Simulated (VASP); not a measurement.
Crystal: GaSb3.

```
Ga Sb
1.0
     3.00444    0.00000    0.00000
     0.00000    3.36408    0.00000
     0.00000    0.00000   10.73876
Ga Sb
1 3
Direct
  0.00000 0.00000 0.00000
  0.00000 0.50000 0.23152
  0.00000 0.00000 0.50000
  0.00000 0.50000 0.76848
```

The cell was built from a structure type or drawn by symmetry, and may not be a known phase.

```yaml
Program: VASP 6.6.1
Task: relaxation of cell and atoms
Functional: PBE
Potentials_or_basis: VASP PAW PBE potentials, release 64 (Ga_d, Sb)
Cutoff: 600 eV
k_mesh: 12 × 10 × 4
Occupations: gaussian, width 0.1 eV
Spin: no spin polarisation
```

At the start: pressure -0.1 GPa; volume 27.13 Å³/atom.

Question: How do energy, volume and symmetry change on relaxing?

Answer: Over 24 steps the energy falls by 11.5 meV/atom; space group Pmmm (No. 47, to 0.1 Å) before and after.

Step by step:
```csv
step,energy change (eV),largest force (eV/Å),pressure (GPa),volume (Å³)
1,0.0000,0.0906,-0.11,108.54
2,-0.0175,0.0610,0.03,108.22
3,-0.0177,0.0603,0.05,108.18
4,-0.0252,0.0531,0.04,108.22
5,-0.0330,0.0484,0.08,108.27
6,-0.0250,0.0274,0.29,108.20
7,-0.0344,0.0417,0.11,108.27
8,-0.0426,0.0390,-0.01,108.49
9,-0.0448,0.0418,-0.07,108.62
10,-0.0450,0.0442,-0.09,108.66
11,-0.0450,0.0448,-0.10,108.66
12,-0.0452,0.0413,0.02,108.48
13,-0.0453,0.0396,0.06,108.38
14,-0.0453,0.0360,0.17,108.19
15,-0.0453,0.0378,0.09,108.29
16,-0.0456,0.0306,0.03,108.39
17,-0.0457,0.0247,0.00,108.47
18,-0.0457,0.0127,-0.04,108.62
19,-0.0458,0.0188,0.01,108.54
20,-0.0460,0.0117,-0.07,108.68
21,-0.0460,0.0084,-0.11,108.74
22,-0.0460,0.0015,0.03,108.51
23,-0.0461,0.0022,-0.03,108.60
24,-0.0461,0.0018,-0.02,108.59
```

Final structure:
```
Ga Sb
1.0
     3.03006    0.00000    0.00000
     0.00000    3.19383    0.00000
     0.00000    0.00000   11.22074
Ga Sb
1 3
Direct
  0.00000 0.00000 0.00000
  0.00000 0.50000 0.23611
  0.00000 0.00000 0.50000
  0.00000 0.50000 0.76389
```
